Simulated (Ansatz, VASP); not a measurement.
**Nb in VASP and in Ansatz**

```
CELL_PARAMETERS angstrom
-0.10112 2.06567 2.06567
2.06567 -0.10112 2.06567
2.06567 2.06567 -0.10112
ATOMIC_POSITIONS crystal
Nb 0.00000 0.00000 0.00000
```

Alike in both runs: task single point; functional PBEsol; k mesh 22 × 22 × 22; occupations gaussian, width 0.15 eV; no spin polarisation.

|  | VASP | Ansatz |
| --- | --- | --- |
| version | VASP 6.6.1 | Ansatz 0.2.0 |
| potentials or method | VASP PAW PBE potentials, release 64 (Nb_sv), cutoff 520 eV | scalar-relativistic, plane waves, PAW |
| valence electrons in the cell | 13 | 13 |

VASP gave:

```
gap on the k mesh at the Fermi level (eV)                     : none
pressure (GPa)                                                : -7.8
traceless stress, the component that is largest in VASP (GPa) : -1.58
```

Problem. Estimate Ansatz's values.

Solution. gap on the k mesh at the Fermi level (eV): none; pressure (GPa): -7.6; traceless stress, the component that is largest in VASP (GPa): -1.64.

VASP's potentials were made for PBE, not for PBEsol. A gap of «none» marks a metal or a gap that the smearing closes.
